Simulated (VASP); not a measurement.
A run of VASP 6.6.1 is set up as follows.

Contents of INCAR:

```
SYSTEM = Au
ALGO = Normal
EDIFF = 1E-6
ENCUT = 520
GGA = PE
ISIF = 2
ISMEAR = 0
LASPH = .True.
LCHARG = .True.
LELF = .True.
LREAL = .False.
LVHAR = .True.
LWAVE = .False.
NBANDS = 18
NELM = 80
PREC = Accurate
SIGMA = 0.1
```

Contents of KPOINTS:

```
k-points
0
Gamma
  8 8 8
  0 0 0
```

Contents of POSCAR:

```
Au
1.0
    0.0000000000      3.0016317130      3.0016317130
    3.0016317130      0.0000000000      3.0016317130
    3.0016317130      3.0016317130      0.0000000000
Au
2
Direct
    0.0000000000      0.0000000000      0.0000000000
    0.2500000000      0.2500000000      0.2500000000
```

Potentials or basis: VASP PAW PBE potentials, release 64 (Au).

The run is started by

```bash
$ cat potpaw_PBE.64/Au/POTCAR > POTCAR
$ mpirun -np 1 vasp_std > vasp.out
```

Question: What does it give for the pressure?

Answer: 4.8 GPa.

Question: What does it give for the band gap on the k mesh?

Answer: Zero (band 11 reaches 3.83 eV, above the bottom of band 12 at 3.19 eV).

Caveat: spin-orbit coupling is left out, which moves the levels of the heavy elements.
